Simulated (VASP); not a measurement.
# Sb (R-3m) in VASP: further runs, part 2 of 2

VASP 6.6.1.

### Step 3. Single point, PBE (strain +0.015 along x and y, -0.015 along z)

Contents of INCAR:

```
PREC = Accurate
ENCUT = 520
EDIFF = 1E-6
ISMEAR = 0
SIGMA = 0.15
LREAL = False
LASPH = True
NELM = 80
ALGO = Normal
ISIF = 2
LWAVE = False
LCHARG = False
GGA = PE
NBANDS = 12
```

Contents of KPOINTS:

```
regular mesh
0
Gamma
  12 12 12
```

Contents of POSCAR:

```
Sb
1.0
    2.1828593370      1.2602744258      3.6878400000
   -2.1828593370      1.2602744258      3.6878400000
    0.0000000000     -2.5205488516      3.6878400000
Sb
2
Direct
    0.2336400000      0.2336400000      0.2336400000
    0.7663600000      0.7663600000      0.7663600000
```

Potentials or basis: VASP PAW PBE potentials, release 64 (Sb).

Run with:

```sh
> cat potpaw_PBE.64/Sb/POTCAR > POTCAR
> mpirun -np 1 vasp_std > vasp.out
```

OUTCAR:

```text
PREC = Accurate
   ENCUT = 520
   EDIFF = 1E-6
   ISMEAR = 0
   LREAL = False
   LASPH = True
   NELM = 80
   ISIF = 2
   GGA = PE

 ion  position               nearest neighbor table
   1  0.234  0.234  0.234-   2 2.92   2 2.92   2 2.92   2 3.35   2 3.35   2 3.35
   2  0.766  0.766  0.766-   1 2.92   1 2.92   1 2.92   1 3.35   1 3.35   1 3.35

  LATTYP: Found a trigonal (rhomboedric) cell.
 ALAT       =     4.4669150853
 COS(alpha) =     0.5223980364

  Lattice vectors:

 A1 = (   2.1828593370,   1.2602744258,   3.6878400000)
 A2 = (  -2.1828593370,   1.2602744258,   3.6878400000)
 A3 = (   0.0000000000,  -2.5205488516,   3.6878400000)

Analysis of symmetry for initial positions (statically):
=====================================================================
 Subroutine PRICEL returns:
 Original cell was already a primitive cell.

 Routine SETGRP: Setting up the symmetry group for a
 trigonal (rhombohedral) supercell.

 Subroutine GETGRP returns: Found 12 space group operations
 (whereof 12 operations were pure point group operations)
 out of a pool of 12 trial point group operations.

The static configuration has the point symmetry D_3d.

Analysis of symmetry for dynamics (positions and initial velocities):
=====================================================================
 Subroutine PRICEL returns:
 Original cell was already a primitive cell.

 Routine SETGRP: Setting up the symmetry group for a
 trigonal (rhombohedral) supercell.

 Subroutine GETGRP returns: Found 12 space group operations
 (whereof 12 operations were pure point group operations)
 out of a pool of 12 trial point group operations.

The dynamic configuration has the point symmetry D_3d.

 Subroutine INISYM returns: Found 12 space group operations
 (whereof 12 operations are pure point group operations),
 and found     1 'primitive' translations

----------------------------------------------------------------------------------------

                                     Primitive cell

  volume of cell :      60.8715

  direct lattice vectors                    reciprocal lattice vectors
     2.182859337  1.260274426  3.687840000     0.229057361  0.132246329  0.090387146
    -2.182859337  1.260274426  3.687840000    -0.229057361  0.132246329  0.090387146
     0.000000000 -2.520548852  3.687840000     0.000000000 -0.264492659  0.090387146

  length of vectors
     4.466915085  4.466915085  4.466915085     0.279510648  0.279510648  0.279510648

  position of ions in fractional coordinates (direct lattice)
     0.233640000  0.233640000  0.233640000
     0.766360000  0.766360000  0.766360000

  ion indices of the primitive-cell ions
   primitive index   ion index
                 1           1
                 2           2

----------------------------------------------------------------------------------------

 KPOINTS: regular mesh

Automatic generation of k-mesh.
 Grid dimensions read from file:
 generate k-points for:   12   12   12
[... 24 lines left out ...]
  0.250000 -0.000000  0.000000      6.000000
  0.333333 -0.000000  0.000000      6.000000
  0.416667 -0.000000  0.000000      6.000000
[... 16 lines left out ...]
  0.500000  0.166667  0.000000     12.000000
 -0.416667  0.166667  0.000000     12.000000
 [... further k-points ...]
   k-points           NKPTS =    189   k-points in BZ     NKDIM =    189   number of bands    NBANDS=     12
   number of dos      NEDOS =    301   number of ions     NIONS =      2
   total plane-waves  NPLWV =  46656
   dimension x,y,z NGX =    36 NGY =   36 NGZ =   36
   dimension x,y,z NGXF=    72 NGYF=   72 NGZF=   72
   ions per type =               2
   NGX,Y,Z   is equivalent  to a cutoff of  13.40, 13.40, 13.40 a.u.
   NGXF,Y,Z  is equivalent  to a cutoff of  26.80, 26.80, 26.80 a.u.
 SYSTEM =  unknown system
   PREC   = accura    normal or accurate (medium, high low for compatibility)
   ISTART =      0    job   : 0-new  1-cont  2-samecut
   ICHARG =      2    charge: 1-file 2-atom 10-const
   ISPIN  =      1    spin polarized calculation?
   LNONCOLLINEAR =      F non collinear calculations
   LSORBIT =      F    spin-orbit coupling
   LASPH  =      T    aspherical Exc in radial PAW
   ENCUT  =  520.0 eV  38.22 Ry    6.18 a.u.   8.31  8.31  8.31*2*pi/ulx,y,z
   NELM   =     80;   NELMIN=  2; NELMDL= -5     # of ELM steps
   EDIFF  = 0.1E-05   stopping-criterion for ELM
   LREAL  =      F    real-space projection
   EDIFFG = 0.1E-04   stopping-criterion for IOM
   NSW    =      0    number of steps for IOM
   IBRION =     -1    ionic relax: 0-MD 1-quasi-New 2-CG
   NFREE  =      0    steps in history (QN), initial steepest desc. (CG)
   ISIF   =      2    stress and relaxation
   ISYM   =      2    0-nonsym 1-usesym 2-fastsym
   POTIM  = 0.5000    time-step for ionic-motion
   TEBEG  =    0.0;   TEEND  =   0.0 temperature during run
   PSTRESS=    0.0 pullay stress
   NELECT =      10.0000    total number of electrons
   NUPDOWN=      -1.0000    fix difference up-down
   EMIN   =  10.00;   EMAX   =-10.00  energy-range for DOS
   EFERMI =   0.00;   METHOD = LEGACY
   ISMEAR =     0;   SIGMA  =   0.15  broadening in eV -4-tet -1-fermi 0-gaus
   EFERMI_NEDOS =   21; number of points for ismear=-14 and -15
   IALGO  =     38    algorithm
   IMIX   =      4    mixing-type and parameters
     AMIX     =   0.40;   BMIX     =  1.00
     AMIX_MAG =   1.60;   BMIX_MAG =  1.00
  volume/ion in A,a.u.               =      30.44       205.39
  Fermi-wavevector in a.u.,A,eV,Ry     =   0.896610  1.694347 10.937845  0.803909
  Thomas-Fermi vector in A             =   2.019090
   LORBIT       =      0    0 simple, 1 ext, 2 COOP (PROOUT), +10 PAW based schemes
   GGA     = PE    functional components
   LHFCALC =     F    Hartree Fock is set to
   AEXX    =    0.0000 exact exchange contribution
   IVDW    =     0    specifies the selected vdW correction
   LEPSILON=     F    determine dielectric tensor
   LRPA    =     F    only Hartree local field effects (RPA)
 non-spin polarized calculation
 Gauss-broadening in eV      SIGMA  =   0.15
  energy-cutoff  :      520.00
  volume of cell :       60.87
 maximum number of plane-waves:      1657
 NGX is ok and might be reduce to    36
   NGX = 17   NGY = 17   NGZ = 17

 number of electron      10.0000000 magnetization

 Free energy of the ion-electron system (eV)
  ---------------------------------------------------
  ext. energy  EPLUGINS =         0.00000000
  ---------------------------------------------------
  free energy    TOTEN  =        -8.25717449 eV

  energy without entropy =       -8.25555694  energy(sigma->0) =       -8.25636571

 E-fermi :   7.0894     XC(G=0):  -9.5012

 val. band max:        7.0827208785   @ k =  -0.4167   0.5000   0.4167
 cond. band min:       7.1525250111   @ k =   0.3333   0.1667   0.1667
 fundamental gap:      0.0698041326
 Fermi energy:         7.0894119817

 k-point     1 :       0.0000    0.0000    0.0000
  band No.  band energies     occupation
      1      -5.4637      2.00000
      2       2.3782      2.00000
      3       5.2845      2.00000
      4       5.2845      2.00000
      5       5.3655      2.00000
      6       9.2679      0.00000
      7       9.8927      0.00000
      8       9.8927      0.00000
      9      12.1452      0.00000
     10      12.1452      0.00000
     11      12.4890      0.00000
     12      13.7713      0.00000
[... 331 lines left out ...]
 k-point    24 :      -0.4167    0.1667    0.0000
  band No.  band energies     occupation
      1      -2.9966      2.00000
      2      -2.2773      2.00000
      3       3.4768      2.00000
      4       5.0837      2.00000
      5       5.5206      2.00000
      6       8.1826      0.00000
      7       8.5375      0.00000
      8      10.2494      0.00000
      9      13.6760      0.00000
     10      14.1711      0.00000
     11      14.7550      0.00000
     12      17.4811      0.00000

 [... further k-points ...]

------------------------ aborting loop because EDIFF is reached ----------------------------------------

  FORCE on cell =-STRESS in cart. coord.  units (eV):
  Direction    XX          YY          ZZ          XY          YZ          ZX
  --------------------------------------------------------------------------------------
  -------------------------------------------------------------------------------------
  Total        0.6605135      0.6605135      0.9764092      0.0000000      0.0000000      0.0000000
  in kB       17.3851363     17.3851363     25.6997106      0.0000000      0.0000000      0.0000000
  external PRESSURE =      20.1566611 kB  Pullay stress =       0.0000000 kB

 VOLUME and BASIS-vectors are now :
 -----------------------------------------------------------------------------
  energy-cutoff  :      520.00
  volume of cell :       60.87
      direct lattice vectors                 reciprocal lattice vectors
     2.182859337  1.260274426  3.687840000     0.229057361  0.132246329  0.090387146
    -2.182859337  1.260274426  3.687840000    -0.229057361  0.132246329  0.090387146
     0.000000000 -2.520548852  3.687840000     0.000000000 -0.264492659  0.090387146

 POSITION                                       TOTAL-FORCE (eV/Angst)
 -----------------------------------------------------------------------------------
      0.00000      0.00000      2.58488         0.000000     -0.000000      0.224727
      0.00000      0.00000      8.47864         0.000000      0.000000     -0.224727
 -----------------------------------------------------------------------------------
    total drift:                                0.000000     -0.000000      0.000000

  FREE ENERGIE OF THE ION-ELECTRON SYSTEM (eV)
  ---------------------------------------------------
  free  energy   TOTEN  =        -8.2571744871 eV

  energy  without entropy=       -8.2555569351  energy(sigma->0) =       -8.25636571
```

OSZICAR:

```text
N       E                     dE             d eps       ncg     rms          rms(c)
DAV:   1     0.348881450579E+02    0.34888E+02   -0.35566E+03  4536   0.653E+02
DAV:   2    -0.633602072538E+01   -0.41224E+02   -0.39968E+02  6044   0.107E+02
DAV:   3    -0.824178469780E+01   -0.19058E+01   -0.18885E+01  5588   0.254E+01
DAV:   4    -0.825828766657E+01   -0.16503E-01   -0.16502E-01  5224   0.287E+00
DAV:   5    -0.825849257649E+01   -0.20491E-03   -0.20491E-03  5616   0.349E-01    0.296E+00
DAV:   6    -0.825734680006E+01    0.11458E-02   -0.28570E-03  5284   0.342E-01    0.179E+00
DAV:   7    -0.825703904055E+01    0.30776E-03   -0.66024E-03  5252   0.519E-01    0.797E-02
DAV:   8    -0.825714415876E+01   -0.10512E-03   -0.28788E-04  5548   0.101E-01    0.281E-02
DAV:   9    -0.825717385999E+01   -0.29701E-04   -0.45359E-05  5272   0.406E-02    0.613E-03
DAV:  10    -0.825717448711E+01   -0.62713E-06   -0.59002E-06  5432   0.128E-02
   1 F= -.82571745E+01 E0= -.82563657E+01  d E =-.161755E-02
```

Run time: 51 s. Hardware: 1 thread of AMD EPYC 9R45 (Zen 5), shared host; peak memory 0.25 GiB.

Results:

- Free energy: -8.2572 eV
- Pressure: 2.0 GPa
- Largest force: 0.225 eV/Å
- Band gap on the k mesh: zero (bands 5 and 6 overlap by 0.20 eV)

Forces on the atoms (eV/Å):
```
Sb   0.000  0.000  0.225
Sb   0.000  0.000 -0.225
```

Levels at points of the mesh, in eV from the Fermi level:
```
           k point  band 2  band 3  band 4  band 5  band 6  band 7  band 8  band 9
(0.00, 0.00, 0.00)   -4.71   -1.80   -1.80   -1.72    2.18    2.80    2.80    5.06
(0.50, 0.00, 0.00)   -9.54   -1.83   -1.52   -0.18   -0.14    0.47    0.55    7.90
(0.50, 0.50, 0.00)   -7.88   -5.30   -3.65   -3.53    1.63    5.06    5.55    7.04
(0.50, 0.50, 0.50)   -8.80   -1.32   -1.32   -0.61    0.09    0.09    1.05    7.23
```

Caveat: the cell differs from its parent crystal (strain +0.015 along x and y, -0.015 along z); spin-orbit coupling is left out, which moves the levels of the heavy elements.

The gap in the log of VASP goes by the Fermi energy; the results here count the filled bands.